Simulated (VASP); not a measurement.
# Na4F3 (P-43m) in VASP: notebook

The runs below take Na4F3 through relaxation of cell and atoms, single point, with PBE.

Everything below comes from runs of VASP 6.6.1. Logs are shortened: lines on timing, memory, paths and dates and some standing lists are left out, and cuts for length are marked.

### 1 The cell of the first run

It takes space group P-43m (No. 215, cubic). The conventional cell has a = 4.295 Å, b = 4.295 Å, c = 4.295 Å, α = 90.00°, β = 90.00°, γ = 90.00°. Na (site symmetry 3m) has 3 Na at 1.69 Å and 3 F at 1.77 Å within 2.2 Å. Within 2.3 Å of F (site symmetry -42m) lie 4 Na at 1.77 Å.

The cell was generated, and may not be a known phase.

### 2 Relaxation of cell and atoms, PBE

Input file INCAR:

```
ALGO = Normal
EDIFF = 1E-7
EDIFFG = -0.04
ENCUT = 600
GGA = PE
IBRION = 2
ISIF = 3
ISMEAR = 0
LASPH = True
LCHARG = False
LREAL = False
LWAVE = False
NELM = 80
NSW = 90
PREC = Accurate
SIGMA = 0.1
```

Input file KPOINTS:

```
k-points
0
Gamma
  4 4 4
```

Input file POSCAR:

```
Na4F3
1.0
    4.2950090400      0.0000000000      0.0000000000
    0.0000000000      4.2950090400      0.0000000000
    0.0000000000      0.0000000000      4.2950090400
Na F
4 3
Direct
    0.3609275800      0.3609275800      0.3609275800
    0.6390724200      0.6390724200      0.3609275800
    0.6390724200      0.3609275800      0.6390724200
    0.3609275800      0.6390724200      0.6390724200
    0.0000000000      0.5000000000      0.5000000000
    0.5000000000      0.0000000000      0.5000000000
    0.5000000000      0.5000000000      0.0000000000
```

Potentials or basis: VASP PAW PBE potentials, release 64 (Na_pv, F).

The run is started by

```bash
$ cat potpaw_PBE.64/Na_pv/POTCAR potpaw_PBE.64/F/POTCAR > POTCAR
$ mpirun -np 1 vasp_std > vasp.out
```

OUTCAR:

```text
EDIFF = 1E-7
   EDIFFG = -0.04
   ENCUT = 600
   GGA = PE
   IBRION = 2
   ISIF = 3
   ISMEAR = 0
   LASPH = True
   LREAL = False
   NELM = 80
   NSW = 90
   PREC = Accurate

 ion  position               nearest neighbor table
   1  0.361  0.361  0.361-   2 1.69   3 1.69   4 1.69   5 1.77   6 1.77   7 1.77
   2  0.639  0.639  0.361-   1 1.69   3 1.69   4 1.69   5 1.77   6 1.77   7 1.77
   3  0.639  0.361  0.639-   1 1.69   2 1.69   4 1.69   5 1.77   6 1.77   7 1.77
   4  0.361  0.639  0.639-   1 1.69   2 1.69   3 1.69   5 1.77   6 1.77   7 1.77
   5  0.000  0.500  0.500-   1 1.77   2 1.77   3 1.77   4 1.77
   6  0.500  0.000  0.500-   1 1.77   2 1.77   3 1.77   4 1.77
   7  0.500  0.500  0.000-   1 1.77   2 1.77   3 1.77   4 1.77

  LATTYP: Found a simple cubic cell.
 ALAT       =     4.2950090400

  Lattice vectors:

 A1 = (   4.2950090400,   0.0000000000,   0.0000000000)
 A2 = (   0.0000000000,   4.2950090400,   0.0000000000)
 A3 = (   0.0000000000,   0.0000000000,   4.2950090400)

Analysis of symmetry for initial positions (statically):
=====================================================================
 Subroutine PRICEL returns:
 Original cell was already a primitive cell.

 Routine SETGRP: Setting up the symmetry group for a
 simple cubic supercell.

 Subroutine GETGRP returns: Found 24 space group operations
 (whereof 24 operations were pure point group operations)
 out of a pool of 48 trial point group operations.

The static configuration has the point symmetry T_d .

Analysis of symmetry for dynamics (positions and initial velocities):
=====================================================================
 Subroutine PRICEL returns:
 Original cell was already a primitive cell.

 Routine SETGRP: Setting up the symmetry group for a
 simple cubic supercell.

 Subroutine GETGRP returns: Found 24 space group operations
 (whereof 24 operations were pure point group operations)
 out of a pool of 48 trial point group operations.

The dynamic configuration has the point symmetry T_d .

 Subroutine INISYM returns: Found 24 space group operations
 (whereof 24 operations are pure point group operations),
 and found     1 'primitive' translations

----------------------------------------------------------------------------------------

                                     Primitive cell

  volume of cell :      79.2305

  direct lattice vectors                    reciprocal lattice vectors
     4.295009040  0.000000000  0.000000000     0.232828381  0.000000000  0.000000000
     0.000000000  4.295009040  0.000000000     0.000000000  0.232828381  0.000000000
     0.000000000  0.000000000  4.295009040     0.000000000  0.000000000  0.232828381

  length of vectors
     4.295009040  4.295009040  4.295009040     0.232828381  0.232828381  0.232828381

  position of ions in fractional coordinates (direct lattice)
     0.360927580  0.360927580  0.360927580
     0.639072420  0.639072420  0.360927580
     0.639072420  0.360927580  0.639072420
     0.360927580  0.639072420  0.639072420
     0.000000000  0.500000000  0.500000000
     0.500000000  0.000000000  0.500000000
     0.500000000  0.500000000  0.000000000

  ion indices of the primitive-cell ions
   primitive index   ion index
                 1           1
                 2           2
                 3           3
                 4           4
                 5           5
                 6           6
                 7           7

----------------------------------------------------------------------------------------

 KPOINTS: k-points

Automatic generation of k-mesh.
 Grid dimensions read from file:
 generate k-points for:    4    4    4

 Generating k-lattice:

  Cartesian coordinates                     Fractional coordinates (reciprocal lattice)
     0.058207095  0.000000000  0.000000000     0.250000000  0.000000000  0.000000000
     0.000000000  0.058207095  0.000000000     0.000000000  0.250000000  0.000000000
     0.000000000  0.000000000  0.058207095     0.000000000  0.000000000  0.250000000

  Length of vectors
     0.058207095  0.058207095  0.058207095

  Shift w.r.t. Gamma in fractional coordinates (k-lattice)
     0.000000000  0.000000000  0.000000000

 Subroutine IBZKPT returns following result:
 ===========================================

 Found     10 irreducible k-points:

 Following reciprocal coordinates:
            Coordinates               Weight
  0.000000  0.000000  0.000000      1.000000
  0.250000  0.000000  0.000000      6.000000
  0.500000  0.000000  0.000000      3.000000
  0.250000  0.250000  0.000000     12.000000
  0.500000  0.250000  0.000000     12.000000
  0.500000  0.500000  0.000000      3.000000
  0.250000  0.250000  0.250000      8.000000
  0.500000  0.250000  0.250000     12.000000
  0.500000  0.500000  0.250000      6.000000
  0.500000  0.500000  0.500000      1.000000
   k-points           NKPTS =     10   k-points in BZ     NKDIM =     10   number of bands    NBANDS=     29
   number of dos      NEDOS =    301   number of ions     NIONS =      7
   total plane-waves  NPLWV =  46656
   dimension x,y,z NGX =    36 NGY =   36 NGZ =   36
   dimension x,y,z NGXF=    72 NGYF=   72 NGZF=   72
   ions per type =               4   3
   NGX,Y,Z   is equivalent  to a cutoff of  13.93, 13.93, 13.93 a.u.
   NGXF,Y,Z  is equivalent  to a cutoff of  27.87, 27.87, 27.87 a.u.
 SYSTEM =  unknown system
   PREC   = accura    normal or accurate (medium, high low for compatibility)
   ISTART =      0    job   : 0-new  1-cont  2-samecut
   ICHARG =      2    charge: 1-file 2-atom 10-const
   ISPIN  =      1    spin polarized calculation?
   LNONCOLLINEAR =      F non collinear calculations
   LSORBIT =      F    spin-orbit coupling
   LASPH  =      T    aspherical Exc in radial PAW
   ENCUT  =  600.0 eV  44.10 Ry    6.64 a.u.   8.58  8.58  8.58*2*pi/ulx,y,z
   NELM   =     80;   NELMIN=  2; NELMDL= -5     # of ELM steps
   EDIFF  = 0.1E-06   stopping-criterion for ELM
   LREAL  =      F    real-space projection
   EDIFFG = -.4E-01   stopping-criterion for IOM
   NSW    =     90    number of steps for IOM
   IBRION =      2    ionic relax: 0-MD 1-quasi-New 2-CG
   NFREE  =      1    steps in history (QN), initial steepest desc. (CG)
   ISIF   =      3    stress and relaxation
   ISYM   =      2    0-nonsym 1-usesym 2-fastsym
   POTIM  = 0.5000    time-step for ionic-motion
   TEBEG  =    0.0;   TEEND  =   0.0 temperature during run
   PSTRESS=    0.0 pullay stress
   NELECT =      49.0000    total number of electrons
   NUPDOWN=      -1.0000    fix difference up-down
   EMIN   =  10.00;   EMAX   =-10.00  energy-range for DOS
   EFERMI =   0.00;   METHOD = LEGACY
   ISMEAR =     0;   SIGMA  =   0.10  broadening in eV -4-tet -1-fermi 0-gaus
   EFERMI_NEDOS =   21; number of points for ismear=-14 and -15
   IALGO  =     38    algorithm
   IMIX   =      4    mixing-type and parameters
     AMIX     =   0.40;   BMIX     =  1.00
     AMIX_MAG =   1.60;   BMIX_MAG =  1.00
  volume/ion in A,a.u.               =      11.32        76.38
  Fermi-wavevector in a.u.,A,eV,Ry     =   1.394792  2.635775 26.469382  1.945445
  Thomas-Fermi vector in A             =   2.518307
   LORBIT       =      0    0 simple, 1 ext, 2 COOP (PROOUT), +10 PAW based schemes
   GGA     = PE    functional components
   LHFCALC =     F    Hartree Fock is set to
   AEXX    =    0.0000 exact exchange contribution
   IVDW    =     0    specifies the selected vdW correction
   LEPSILON=     F    determine dielectric tensor
   LRPA    =     F    only Hartree local field effects (RPA)
 conjugate gradient relaxation of ions
 non-spin polarized calculation
 Gauss-broadening in eV      SIGMA  =   0.10
  energy-cutoff  :      600.00
  volume of cell :       79.23
 maximum number of plane-waves:      2680
 NGX is ok and might be reduce to    36
   NGX = 17   NGY = 17   NGZ = 17

--------------------------------------- Ionic step        1  -------------------------------------------

 number of electron      48.9999983 magnetization

 Free energy of the ion-electron system (eV)
  ---------------------------------------------------
  ext. energy  EPLUGINS =         0.00000000
  ---------------------------------------------------
  free energy    TOTEN  =        -2.78805035 eV

  energy without entropy =       -2.78142512  energy(sigma->0) =       -2.78473773

 E-fermi :   6.3170     XC(G=0):  -9.4488

 val. band max:        5.9829263629   @ k =   0.5000   0.0000   0.0000
 cond. band min:       6.3854458671   @ k =   0.5000   0.2500   0.0000
 fundamental gap:      0.4025195043
 Fermi energy:         6.3170389021

 k-point     1 :       0.0000    0.0000    0.0000
  band No.  band energies     occupation
      1     -27.3272      2.00000
      2     -25.6572      2.00000
      3     -25.6572      2.00000
      4     -25.1241      2.00000
      5     -25.1241      2.00000
      6     -25.1241      2.00000
[... 347 lines left out ...]
  energy  without entropy=       -2.7814251222  energy(sigma->0) =       -2.78473773

--------------------------------------- Ionic step        2  -------------------------------------------

 number of electron      48.9999834 magnetization

 E-fermi :  -0.0224     XC(G=0):  -6.0828

 val. band max:       -0.1811406980   @ k =   0.5000   0.0000   0.0000
 cond. band min:       0.0445905844   @ k =   0.5000   0.2500   0.0000
 fundamental gap:      0.2257312824
 Fermi energy:        -0.0223995323

 k-point     1 :       0.0000    0.0000    0.0000
  band No.  band energies     occupation
      1     -24.9452      2.00000
      2     -24.9303      2.00000
      3     -24.9303      2.00000
      4     -24.9303      2.00000
      5     -24.8970      2.00000
      6     -24.8970      2.00000
[... 384 lines left out ...]
  FREE ENERGIE OF THE ION-ELECTRON SYSTEM (eV)
  ---------------------------------------------------
  free  energy   TOTEN  =       -24.9362743619 eV

  energy  without entropy=      -24.9296285806  energy(sigma->0) =      -24.93295147

[... ionic steps 4 to 9 ...]

--------------------------------------- Ionic step       10  -------------------------------------------

 number of electron      49.0000140 magnetization

------------------------ aborting loop because EDIFF is reached ----------------------------------------

  FORCE on cell =-STRESS in cart. coord.  units (eV):
  Direction    XX          YY          ZZ          XY          YZ          ZX
  --------------------------------------------------------------------------------------
  -------------------------------------------------------------------------------------
  Total        1.2094753      1.2094753      1.2094753     -0.0000000      0.0000000     -0.0000000
  in kB       14.7677420     14.7677420     14.7677420     -0.0000000      0.0000000     -0.0000000
  external PRESSURE =      14.7677420 kB  Pullay stress =       0.0000000 kB
[... 67 lines left out ...]
  energy  without entropy=      -25.4513084581  energy(sigma->0) =      -25.45471573

--------------------------------------- Ionic step       12  -------------------------------------------

 number of electron      49.0000031 magnetization

 Free energy of the ion-electron system (eV)
  ---------------------------------------------------
  ext. energy  EPLUGINS =         0.00000000
  ---------------------------------------------------
  free energy    TOTEN  =       -25.52419999 eV

  energy without entropy =      -25.51749355  energy(sigma->0) =      -25.52084677

 E-fermi :   1.6148     XC(G=0):  -7.5238

 val. band max:        1.4098720587   @ k =   0.5000   0.0000   0.0000
 cond. band min:       1.6830110379   @ k =   0.5000   0.2500   0.0000
 fundamental gap:      0.2731389792
 Fermi energy:         1.6147966001

 k-point     1 :       0.0000    0.0000    0.0000
  band No.  band energies     occupation
      1     -23.3174      2.00000
      2     -23.3174      2.00000
      3     -23.0366      2.00000
      4     -22.8168      2.00000
      5     -22.8168      2.00000
      6     -22.8168      2.00000
[... 343 lines left out ...]
  FREE ENERGIE OF THE ION-ELECTRON SYSTEM (eV)
  ---------------------------------------------------
  free  energy   TOTEN  =       -25.5241999874 eV

  energy  without entropy=      -25.5174935516  energy(sigma->0) =      -25.52084677

 reached required accuracy - stopping structural energy minimisation
```

Run time: 6.3 min. Hardware: 1 thread of AMD EPYC 7R43 (Zen 3), shared host; peak memory 0.17 GiB.

Results:

```
Free energy                           : -25.5242 eV
Relaxed volume                        : 18.83 Å³/atom
Relaxed cell                          : a = 5.089 Å, b = 5.089 Å, c = 5.089 Å, α = 90.00°, β = 90.00°, γ = 90.00°
Space group after relaxing (to 0.1 Å) : P-43m (No. 215)
Energy gained by relaxing             : 3248.0 meV/atom
Ionic steps                           : 12
Pressure after relaxing               : 0.3 GPa
Band gap on the k mesh                : zero (an odd number of electrons rules out a gap without spin polarisation)
```

The path:
```csv
step,energy change (eV),largest force (eV/Å),pressure (GPa),volume (Å³)
1,0.0000,15.5735,108.12,79.23
2,-18.5604,0.4103,-17.47,203.05
3,-22.1482,0.9465,0.78,139.49
4,-22.2491,0.6932,-2.19,146.45
5,-22.2412,0.7496,-1.54,144.83
6,-22.3525,0.7301,-0.14,140.25
7,-22.4300,0.6961,4.46,127.10
8,-22.4446,0.7038,3.24,130.33
9,-22.5240,0.5984,2.79,130.55
10,-22.6868,0.2893,1.48,131.22
11,-22.6701,0.3479,-0.85,132.55
12,-22.7361,0.0017,0.32,131.83
```

Final structure:
```
Na F
1.0
     5.08949    0.00000    0.00000
     0.00000    5.08949    0.00000
     0.00000    0.00000    5.08949
Na F
4 3
Direct
  0.25589 0.25589 0.25589
  0.74411 0.74411 0.25589
  0.74411 0.25589 0.74411
  0.25589 0.74411 0.74411
  0.00000 0.50000 0.50000
  0.50000 0.00000 0.50000
  0.50000 0.50000 0.00000
```

Levels at points of the mesh, in eV from the Fermi level:
```tsv
k point	band 20	band 21	band 22	band 23	band 24	band 25	band 26	band 27	band 28	band 29
(0.00, 0.00, 0.00)	-5.45	-5.45	-5.36	-5.36	-5.36	-1.44	3.41	4.05	4.05	4.99
(0.50, 0.00, 0.00)	-5.58	-5.58	-5.49	-5.38	-5.38	-0.20	1.11	4.46	4.67	5.12
(0.50, 0.50, 0.00)	-5.58	-5.57	-5.57	-5.35	-5.33	0.50	2.15	2.15	3.40	5.71
(0.50, 0.50, 0.50)	-5.35	-5.35	-5.33	-5.33	-5.33	0.79	3.00	3.00	3.00	4.62
```

Caveat: the k points lie up to 0.31 Å⁻¹ apart in the final cell, too coarse for converged energies and pressures of a metal; the volume moved by over 15 % at a fixed basis, so the end points are rough; an odd number of electrons without spin polarisation forces a metal; a magnetic or distorted state may lie lower.

### 3 Single point, PBE, collinear spin

Input file INCAR:

```
  PREC = Accurate
  ENCUT = 520
  EDIFF = 1E-6
  ISMEAR = 0
  SIGMA = 0.1
  LREAL = F
  LASPH = T
  NELM = 150
  ALGO = Normal
  ISIF = 2
  LWAVE = F
  LCHARG = F
  ISPIN = 2
  MAGMOM = 0 0 0 0 1 1 1
  LORBIT = 11
  GGA = PE
  NBANDS = 38
```

Input file KPOINTS:

```
Automatic mesh
0
Gamma
  4 4 4
```

POSCAR is that of step 2.

Potentials or basis: VASP PAW PBE potentials, release 64 (Na_pv, F).

The run is started by

```bash
$ cat potpaw_PBE.64/Na_pv/POTCAR potpaw_PBE.64/F/POTCAR > POTCAR
$ mpirun -np 1 vasp_std > vasp.out
```

It took 64 s on 1 thread of AMD EPYC 7R43 (Zen 3), shared host; peak memory 0.18 GiB.

The run converged. Its results:

```yaml
Free_energy: -2.7768 eV
Pressure: 108.2 GPa
Largest_force: 15.573 eV/Å
Net_moment: -0.05 μB per cell
Valence_electrons_inside_the_program's_atomic_spheres: Na 6.41; F 6.31
```

Forces on the atoms (eV/Å):
```
Na  -8.991 -8.991 -8.991
Na   8.991  8.991 -8.991
Na   8.991 -8.991  8.991
Na  -8.991  8.991  8.991
F    0.000  0.000  0.000
F    0.000  0.000  0.000
F    0.000  0.000  0.000
```

Levels at points of the mesh, in eV from the Fermi level:
Spin up:
```tsv
k point	band 21	band 22	band 23	band 24	band 25	band 26	band 27	band 28
(0.00, 0.00, 0.00)	-9.23	-8.95	-8.95	-8.95	-2.22	4.60	4.60	5.55
(0.50, 0.00, 0.00)	-9.31	-9.05	-9.00	-9.00	-0.28	0.96	5.34	5.34
(0.50, 0.50, 0.00)	-9.17	-9.17	-9.06	-8.80	0.84	2.26	2.26	4.93
(0.50, 0.50, 0.50)	-9.06	-8.79	-8.79	-8.79	1.02	3.52	3.52	3.52
```
Spin down:
| k point | band 21 | band 22 | band 23 | band 24 | band 25 | band 26 | band 27 | band 28 |
| --- | --- | --- | --- | --- | --- | --- | --- | --- |
| (0.00, 0.00, 0.00) | -9.24 | -8.96 | -8.96 | -8.96 | -2.29 | 4.57 | 4.57 | 5.52 |
| (0.50, 0.00, 0.00) | -9.31 | -9.05 | -9.01 | -9.01 | -0.36 | 0.92 | 5.30 | 5.30 |
| (0.50, 0.50, 0.00) | -9.17 | -9.17 | -9.07 | -8.80 | 0.75 | 2.22 | 2.22 | 4.91 |
| (0.50, 0.50, 0.50) | -9.07 | -8.80 | -8.80 | -8.80 | 0.91 | 3.48 | 3.48 | 3.48 |

Caveat: the k points lie up to 0.37 Å⁻¹ apart; atoms lie so close that the PAW spheres overlap strongly, which falsifies energies and pressures; forces of over 1 eV/Å act on the atoms, so gaps and moduli don't describe the material at rest.

[end of part 1 of 2]

The gap in the log of VASP goes by the Fermi energy; the results here count the filled bands.